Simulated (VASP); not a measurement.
Wanted: the native input for a VASP 6.6.1 run.

| Quantity | Value |
| --- | --- |
| Task | single point |
| Functional | PBE |
| Potentials or basis | VASP PAW PBE potentials, release 64 (Sn_d, Se, S) |
| Cutoff | 520 eV |
| k mesh | 4 × 4 × 2 |
| Occupations | gaussian, width 0.1 eV |
| Spin | no spin polarisation |
| Dipole correction | no |
| Further INCAR settings | ALGO = Normal; EDIFF = 1e-06; NBANDS = 35 |

The structure of Sn2SeS3 lies in POSCAR:

```
Sn2SeS3
1.0
    3.8510722807      0.0000000000      0.0000000000
    0.0000000000      3.8510722807      0.0000000000
    0.0000000000      0.0000000000      9.0728372689
Sn Se S
2 1 3
Direct
    0.5000000000      0.0000000000      0.6867622492
    0.0000000000      0.5000000000      0.3132377508
    0.5000000000      0.5000000000      0.0000000000
    0.5000000000      0.0000000000      0.3801100040
    0.0000000000      0.5000000000      0.6198899960
    0.0000000000      0.0000000000      0.0000000000
```

The cell was generated, and may not be a known phase.

The input as run:

INCAR

```
SYSTEM = Sn2SeS3
ALGO = Normal
EDIFF = 1E-6
ENCUT = 520
GGA = PE
ISIF = 2
ISMEAR = 0
LASPH = .TRUE.
LCHARG = .FALSE.
LREAL = .FALSE.
LWAVE = .FALSE.
NBANDS = 35
NELM = 80
PREC = Accurate
SIGMA = 0.1
```

KPOINTS

```
k-points
0
G
  4 4 2
  0 0 0
```

Potentials or basis: VASP PAW PBE potentials, release 64 (Sn_d, Se, S).

Command:

```bash
$ cat potpaw_PBE.64/Sn_d/POTCAR potpaw_PBE.64/Se/POTCAR potpaw_PBE.64/S/POTCAR > POTCAR
$ mpirun -np 1 vasp_std > vasp.out
```

It gave:

| Item | Value |
| --- | --- |
| Pressure | -0.1 GPa |
| Largest force | 0.028 eV/Å |
| Band gap on the k mesh | zero (bands 26 and 27 overlap by 0.46 eV) |

Caveat: the k points lie up to 0.41 Å⁻¹ apart; semilocal functionals underestimate gaps, and a narrow one can read as zero; spin-orbit coupling is left out, which moves the levels of the heavy elements.

It took 42 s on 1 thread of Intel(R) Xeon(R) Platinum 8488C (Sapphire Rapids), on a shared host, peak memory 0.26 GiB.
